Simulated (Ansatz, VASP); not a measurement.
# Two plane-wave programs on Pd

```
Pd
1.0
     0.00000    2.10049    1.86710
     2.10049    0.00000    1.86710
     2.10049    2.10049    0.00000
Pd
1
Direct
  0.00000 0.00000 0.00000
```

Change from the starting cell: strain +0.080 along x and y, -0.040 along z, atoms carried along.

Alike in both runs: task single point; functional PBEsol; k mesh 20 × 20 × 20; occupations gaussian, width 0.15 eV; no spin polarisation.

|  | VASP | Ansatz |
| --- | --- | --- |
| version | VASP 6.6.1 | Ansatz 0.2.0 |
| potentials or method | VASP PAW PBE potentials, release 64 (Pd), cutoff 520 eV | scalar-relativistic, plane waves, PAW |
| valence electrons in the cell | 10 | 18 |

|  | VASP | Ansatz | Ansatz less VASP |
| --- | --- | --- | --- |
| gap on the k mesh at the Fermi level (eV) | none | none | - |
| pressure (GPa) | -17.8 | -17.6 | +0.19 |
| traceless stress, the component that is largest in VASP (GPa) | 1.62 | 1.64 | +0.014 |

VASP's potentials were made for PBE, not for PBEsol. A gap of «none» marks a metal or a gap that the smearing closes. VASP's potentials hold 10 valence electrons a cell and Ansatz's 18, so a difference there can come from the potentials and not from the codes.
